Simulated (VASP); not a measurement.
## Cd: single point with r2SCAN

Crystal: Cd.

```
Cd
1.0
     2.96456    0.00000    0.00000
     0.00000    2.96456    0.00000
     0.00000    0.00000    2.96456
Cd
1
Direct
  0.00000 0.00000 0.00000
```

This isn't the form of Cd at room conditions, which is hcp.

```
Program                : VASP 6.6.1
Task                   : single point
Functional             : r2SCAN
Potentials or basis    : VASP PAW PBE potentials, release 64 (Cd)
Cutoff                 : 520 eV
k mesh                 : 6 × 6 × 6
Occupations            : gaussian, width 0.1 eV
Spin                   : no spin polarisation
Dipole correction      : no
Further INCAR settings : ALGO = Normal; EDIFF = 1e-07; NBANDS = 12
```

```json
{"Pressure": "0.2 GPa", "Band gap on the k mesh": "zero (bands 6 and 7 overlap by 6.90 eV)"}
```

Levels at points of the mesh, in eV from the Fermi level:
```tsv
k point	band 2	band 3	band 4	band 5	band 6	band 7	band 8	band 9	band 10	band 11
(0.00, 0.00, 0.00)	-9.94	-8.50	-8.50	-8.50	-7.80	10.42	10.42	10.42	13.98	13.98
(0.50, 0.00, 0.00)	-9.25	-8.93	-8.93	-8.47	-2.72	-2.11	14.46	14.46	15.40	16.02
(0.50, 0.50, 0.00)	-9.48	-8.86	-8.86	-8.11	1.30	1.30	2.06	6.10	18.97	18.97
(0.50, 0.50, 0.50)	-9.54	-9.54	-8.09	-8.09	4.79	4.79	4.79	7.94	9.09	9.91
```

Run time: 12 s on 1 thread of Intel(R) Xeon(R) Platinum 8488C (Sapphire Rapids), on a shared host, peak memory 0.14 GiB.

Caveat: the PAW data sets were made with another functional, which shifts forces and pressure a little.
